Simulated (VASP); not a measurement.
# TiH (Fm-3m) in VASP: further runs, part 2 of 2

VASP 6.6.1. Earlier steps stand in the parts before.

### Step 3. Relaxation of cell and atoms, PBEsol, target pressure 40 GPa, at which the enthalpy is minimised

Contents of INCAR:

```
  ALGO = Normal
  EDIFF = 1E-7
  EDIFFG = -0.01
  ENCUT = 500
  GGA = PS
  GGA_COMPAT = False
  IBRION = 2
  ISIF = 3
  ISMEAR = -1
  LASPH = True
  LCHARG = False
  LREAL = False
  LWAVE = False
  NELM = 120
  NELMIN = 4
  NSW = 80
  PREC = Accurate
  PSTRESS = 400.0
  SIGMA = 0.1
```

Contents of KPOINTS:

```
k-points
0
Gamma
  18 18 18
```

Contents of POSCAR:

```
TiH
1.0
    0.0000000000      2.0900000000      2.0900000000
    2.0900000000      0.0000000000      2.0900000000
    2.0900000000      2.0900000000      0.0000000000
Ti H
1 1
Direct
    0.0000000000      0.0000000000      0.0000000000
    0.5000000000      0.5000000000      0.5000000000
```

Potentials or basis: VASP PAW PBE potentials, release 64 (Ti_sv, H).

Launch:

```sh
> cat potpaw_PBE.64/Ti_sv/POTCAR potpaw_PBE.64/H/POTCAR > POTCAR
> mpirun -np 1 vasp_std > vasp.out
```

Run time: 65 s. Hardware: 1 thread of Intel Xeon Platinum 8488C (Sapphire Rapids), shared host; peak memory 0.18 GiB.

The run converged. Its results:

```
Free energy                                                : -12.1274 eV
Relaxed volume                                             : 7.37 Å³/atom
Relaxed cell                                               : a = 2.752 Å, b = 2.752 Å, c = 2.752 Å, α = 60.00°, β = 60.00°, γ = 60.00°
Space group after relaxing (to 0.1 Å)                      : Fm-3m (No. 225)
Energy change on relaxing (the run minimises the enthalpy) : +161.3 meV/atom
Ionic steps                                                : 4
Pressure after relaxing                                    : 39.9 GPa
Band gap on the k mesh                                     : zero (an odd number of electrons rules out a gap without spin polarisation)
```

The path:
| step | energy change (eV) | largest force (eV/Å) | pressure (GPa) | volume (Å³) |
| --- | --- | --- | --- | --- |
| 1 | 0.0000 | 0.0000 | -3.71 | 18.26 |
| 2 | 1.2952 | 0.0000 | 102.76 | 12.44 |
| 3 | 0.3069 | 0.0000 | 38.67 | 14.80 |
| 4 | 0.3227 | 0.0000 | 39.89 | 14.73 |

Final structure:
```
Ti H
1.0
     0.00000    1.94575    1.94575
     1.94575    0.00000    1.94575
     1.94575    1.94575    0.00000
Ti H
1 1
Direct
  0.00000 0.00000 0.00000
  0.50000 0.50000 0.50000
```

Levels at points of the mesh, in eV from the Fermi level:
| k point | band 2 | band 3 | band 4 | band 5 | band 6 | band 7 | band 8 | band 9 | band 10 |
| --- | --- | --- | --- | --- | --- | --- | --- | --- | --- |
| (0.00, 0.00, 0.00) | -31.93 | -31.93 | -31.93 | -10.45 | 0.71 | 0.71 | 0.71 | 2.70 | 2.70 |
| (0.50, 0.00, 0.00) | -33.20 | -32.07 | -32.07 | -5.14 | -3.75 | 0.17 | 0.17 | 4.22 | 4.22 |
| (0.50, 0.50, 0.00) | -33.05 | -32.34 | -32.34 | -8.11 | -2.59 | 2.58 | 4.12 | 4.70 | 4.70 |

Caveat: the cell is relaxed towards a set pressure, so the run minimises the enthalpy, not the energy; the volume moved by over 15 % at a fixed basis, so the end points are rough; the PAW data sets were made with another functional, which shifts forces and pressure a little; an odd number of electrons without spin polarisation forces a metal; a magnetic or distorted state may lie lower.

### Step 4. Relaxation of cell and atoms, PBEsol, target pressure 60 GPa, at which the enthalpy is minimised

Contents of INCAR:

```
PREC     = Accurate       # precision mode
ENCUT    = 500            # plane-wave cutoff, eV
EDIFF    = 1E-7           # SCF threshold, eV
ISMEAR   = -1             # smearing method
SIGMA    = 0.1            # smearing width, eV
LREAL    = F              # projectors in reciprocal space
LASPH    = T              # aspherical terms in the spheres
NELM     = 120            # most SCF steps
ALGO     = Normal         # electronic algorithm
ISIF     = 3              # what is computed and relaxed
LWAVE    = F              # write WAVECAR
LCHARG   = F              # write CHGCAR
GGA      = PS             # functional
IBRION   = 2              # ionic algorithm
NSW      = 80             # ionic steps
EDIFFG   = -0.01          # ionic threshold
PSTRESS  = 600.0        
GGA_COMPAT= F            
NELMIN   = 4
```

Contents of KPOINTS:

```
Automatic mesh
0
Gamma
  18 18 18
```

POSCAR is that of step 3.

Potentials or basis: VASP PAW PBE potentials, release 64 (Ti_sv, H).

Launch:

```sh
> cat potpaw_PBE.64/Ti_sv/POTCAR potpaw_PBE.64/H/POTCAR > POTCAR
> mpirun -np 1 vasp_std > vasp.out
```

OUTCAR:

```text
PREC = Accurate
   ENCUT = 500
   EDIFF = 1E-7
   ISMEAR = -1
   LREAL = F
   LASPH = T
   NELM = 120
   ISIF = 3
   GGA = PS
   IBRION = 2
   NSW = 80
   EDIFFG = -0.01
   PSTRESS = 600.0
   NELMIN = 4

 ion  position               nearest neighbor table
   1  0.000  0.000  0.000-
   2  0.500  0.500  0.500-

  LATTYP: Found a face centered cubic cell.
 ALAT       =     4.1800000000

  Lattice vectors:

 A1 = (   0.0000000000,   2.0900000000,   2.0900000000)
 A2 = (   2.0900000000,   0.0000000000,   2.0900000000)
 A3 = (   2.0900000000,   2.0900000000,   0.0000000000)

Analysis of symmetry for initial positions (statically):
=====================================================================
 Subroutine PRICEL returns:
 Original cell was already a primitive cell.

[... 176 lines left out ...]
 fundamental gap:      0.0067381471
 Fermi energy:         8.6724497534

 k-point     1 :       0.0000    0.0000    0.0000
  band No.  band energies     occupation
      1     -47.8157      2.00000
      2     -23.8499      2.00000
      3     -23.8499      2.00000
      4     -23.8499      2.00000
      5      -0.8169      2.00000
      6       9.3485      0.00232
      7       9.3485      0.00232
      8       9.3485      0.00232
      9      10.8318      0.00000
     10      10.8318      0.00000
[... 526 lines left out ...]
--------------------------------------- Ionic step        7  -------------------------------------------

 number of electron      12.9999999 magnetization

 Free energy of the ion-electron system (eV)
  ---------------------------------------------------
  ext. energy  EPLUGINS =         0.00000000
  ---------------------------------------------------
  free energy    TOTEN  =       -11.84545207 eV

  energy without entropy =      -11.79371070  energy(sigma->0) =      -11.81958138

 E-fermi :  12.0377     XC(G=0): -13.4701

 val. band max:       12.0317147838   @ k =   0.3333   0.2222   0.1111
 cond. band min:      12.0492502556   @ k =   0.3333   0.1667   0.0000
 fundamental gap:      0.0175354719
 Fermi energy:        12.0377241876

 k-point     1 :       0.0000    0.0000    0.0000
  band No.  band energies     occupation
      1     -44.1271      2.00000
      2     -19.7000      2.00000
      3     -19.7000      2.00000
      4     -19.7000      2.00000
      5       1.3338      2.00000
      6      12.7414      0.00176
      7      12.7414      0.00176
      8      12.7414      0.00176
      9      14.9080      0.00000
     10      14.9080      0.00000
[... 332 lines left out ...]
  energy  without entropy=      -11.7937106963  energy(sigma->0) =      -11.81958138

  enthalpy is  TOTEN    =        -6.6697451454 eV   P V=        5.1757069243

 reached required accuracy - stopping structural energy minimisation
```

OSZICAR:

```text
N       E                     dE             d eps       ncg     rms          rms(c)
DAV:   1     0.771649869423E+02    0.77165E+02   -0.69028E+03  3902   0.144E+03
DAV:   2    -0.966584185042E+01   -0.86831E+02   -0.85286E+02  3980   0.331E+02
DAV:   3    -0.139551839146E+02   -0.42893E+01   -0.42094E+01  5616   0.776E+01
[... 79 lines left out ...]
DAV:   4    -0.118454243601E+02   -0.30783E-04   -0.96948E-05  5176   0.795E-02    0.133E-02
DAV:   5    -0.118454466001E+02   -0.22240E-04   -0.35533E-05  5012   0.449E-02    0.107E-02
DAV:   6    -0.118454510815E+02   -0.44814E-05   -0.84021E-06  5184   0.247E-02    0.407E-03
DAV:   7    -0.118454519405E+02   -0.85898E-06   -0.10503E-06  4762   0.102E-02    0.527E-04
DAV:   8    -0.118454520725E+02   -0.13203E-06   -0.22812E-07  4022   0.317E-03    0.958E-05
DAV:   9    -0.118454520697E+02    0.27931E-08   -0.89719E-09  1950   0.899E-04
   7 F= -.66697451E+01 E0= -.66438745E+01  d E =-.106177E-03
```

It took 1.9 min on 1 thread of Intel Xeon Platinum 8488C (Sapphire Rapids), shared host; peak memory 0.18 GiB.

Results:

```
Free energy                                                : -11.8455 eV
Relaxed volume                                             : 6.91 Å³/atom
Relaxed cell                                               : a = 2.694 Å, b = 2.694 Å, c = 2.694 Å, α = 60.00°, β = 60.00°, γ = 60.00°
Space group after relaxing (to 0.1 Å)                      : Fm-3m (No. 225)
Energy change on relaxing (the run minimises the enthalpy) : +302.3 meV/atom
Ionic steps                                                : 7
Pressure after relaxing                                    : 60.0 GPa
Band gap on the k mesh                                     : zero (an odd number of electrons rules out a gap without spin polarisation)
```

Step by step:
```tsv
step	energy change (eV)	largest force (eV/Å)	pressure (GPa)	volume (Å³)
1	0.0000	0.0000	-3.71	18.26
2	3.4099	0.0000	220.29	10.25
3	0.5178	0.0000	54.14	14.06
4	0.5887	0.0000	58.92	13.86
5	0.6185	0.0000	60.92	13.78
6	0.5917	0.0000	59.14	13.86
7	0.6047	0.0000	60.00	13.82
```

Final structure:
```
CELL_PARAMETERS angstrom
0.00000 1.90473 1.90473
1.90473 0.00000 1.90473
1.90473 1.90473 0.00000
ATOMIC_POSITIONS crystal
Ti 0.00000 0.00000 0.00000
H 0.50000 0.50000 0.50000
```

Caveat: the cell is relaxed towards a set pressure, so the run minimises the enthalpy, not the energy; the volume moved by over 15 % at a fixed basis, so the end points are rough; the PAW data sets were made with another functional, which shifts forces and pressure a little; an odd number of electrons without spin polarisation forces a metal; a magnetic or distorted state may lie lower.

### Step 5. The runs side by side

| cell | gap on the mesh (eV) | pressure (GPa) |
| --- | --- | --- |
| relaxed to 20 GPa | none | 20.0 |
| relaxed to 40 GPa | none | 39.9 |
| relaxed to 60 GPa | none | 60.0 |

Alike in all rows: task relaxation of cell and atoms; level PBEsol; potentials or basis VASP PAW PBE potentials, release 64 (Ti_sv, H); no spin polarisation; k mesh 18 × 18 × 18; cutoff (eV) 500; smearing fermi-dirac 0.1 eV.

Caveats: the cell is relaxed towards a set pressure, so the run minimises the enthalpy, not the energy; the PAW data sets were made with another functional, which shifts forces and pressure a little; an odd number of electrons without spin polarisation forces a metal; a magnetic or distorted state may lie lower; the volume moved by over 15 % at a fixed basis, so the end points are rough (at least some runs).

Absolute energies hang on the potentials; compare differences alone.
